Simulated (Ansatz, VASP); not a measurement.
## Two plane-wave programs on BaTiO3

```
Ba Ti O
1.0
     2.94046    1.69768    2.31839
    -2.94046    1.69768    2.31839
     0.00000   -3.39535    2.31839
Ba Ti O
1 1 3
Cartesian
  0.0000 0.0000 0.0000
  0.0000 0.0000 3.3698
  1.4441 -0.8337 2.3988
  -1.4441 -0.8337 2.3988
  0.0000 1.6675 2.3988
```

Alike in both runs: functional PBEsol; k mesh 6 × 6 × 6; occupations fermi-dirac, width 0.05 eV; no spin polarisation.

|  | VASP | Ansatz |
| --- | --- | --- |
| version | VASP 6.6.1 | Ansatz 0.2.0 |
| potentials or method | VASP PAW PBE potentials, release 64 (Ba_sv, Ti_sv, O) | Ansatz PAW |
| plane-wave cutoff (eV) | 520 | 420 |
| valence electrons in the cell | 40 | 40 |
| task | single point | band structure |

|  | VASP | Ansatz | Ansatz less VASP |
| --- | --- | --- | --- |
| gap on the k mesh at the Fermi level (eV) | 2.11 | 2.15 | +0.040 |
| least direct gap on the mesh (eV) | 2.58 | 2.59 | +0.010 |
| pressure (GPa) | -11.0 | -12.4 | -1.38 |
| traceless stress, the component that is largest in VASP (GPa) | 5.67 | 5.57 | -0.102 |
| rms of the force components (eV/Å) | 0.260 | 0.278 | +0.0186 |

VASP's potentials were made for PBE, not for PBEsol. Atom by atom the forces differ by 0.020 eV/Å (rms over components).

Neither program's run includes spin-orbit coupling.
